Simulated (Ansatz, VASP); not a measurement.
**One calculation of LiSnF3, two programs**

```xyz
5
Lattice="4.6745 0.0000 0.0000 0.0000 4.6745 0.0000 0.0000 0.0000 4.6745" Properties=species:S:1:pos:R:3 pbc="T T T"
Li    0.0000    0.0000    0.0000
Sn    2.3372    2.3372    2.3372
F     0.0000    2.3372    2.3372
F     2.3372    2.3372    0.0000
F     2.3372    0.0000    2.3372
```

Change from the starting cell: species swapped into the EuBPd3 type (Pm-3m, No. 221).

Alike in both runs: functional PBE; k mesh 6 × 6 × 6; occupations gaussian, width 0.02 eV; no spin polarisation.

Ansatz relaxed the structure, and its values are those at the end. VASP's run is a single point on that final structure, the one shown.

```csv
,VASP,Ansatz
version,VASP 6.6.1,Ansatz 0.2.0
potentials or method,"VASP PAW PBE potentials, release 64 (Li_sv, Sn_d, F), cutoff 520 eV","scalar-relativistic, plane waves, PAW"
valence electrons in the cell,38,38
```

|  | VASP | Ansatz | Ansatz less VASP |
| --- | --- | --- | --- |
| gap on the k mesh at the Fermi level (eV) | 0.93 | 0.92 | -0.005 |
| least direct gap on the mesh (eV) | 1.96 | 1.96 | +0.009 |

Noted on VASP's run: the cutoff is short for stress, so the pressure is rough.
